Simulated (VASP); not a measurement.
**NaI: single point with PBE**

The system is NaI.

```
CELL_PARAMETERS angstrom
0.00000 3.29449 3.29449
3.29449 0.00000 3.29449
3.29449 3.29449 0.00000
ATOMIC_POSITIONS crystal
Na 0.00000 0.00000 0.00000
I 0.50000 0.50000 0.50000
```

- Program: VASP 6.6.1
- Task: single point
- Functional: PBE
- Potentials or basis: VASP PAW PBE potentials, release 64 (Na_pv, I)
- Cutoff: 500 eV
- k mesh: 6 × 6 × 6
- Occupations: gaussian, width 0.1 eV
- Spin: no spin polarisation

* Pressure: -0.4 GPa
* Band gap on the k mesh: 3.50 eV

Levels at points of the mesh, in eV from the valence-band top:
| k point | band 4 | band 5 | band 6 | band 7 | band 8 | band 9 | band 10 | band 11 |
| --- | --- | --- | --- | --- | --- | --- | --- | --- |
| (0.00, 0.00, 0.00) | -10.89 | 0.00 | 0.00 | 0.00 | 3.50 | 7.92 | 7.92 | 7.92 |
| (0.50, 0.00, 0.00) | -10.62 | -2.00 | -0.25 | -0.25 | 5.08 | 7.39 | 7.39 | 8.34 |
| (0.50, 0.50, 0.00) | -10.56 | -1.73 | -0.68 | -0.68 | 4.45 | 5.64 | 9.54 | 10.98 |

It took 18 s on 1 thread of Intel(R) Xeon(R) Platinum 8375C CPU @ 2.90GHz (Ice Lake) (shared host), peak memory 0.2 GiB.

Caveat: spin-orbit coupling is left out, which moves the levels of the heavy elements.
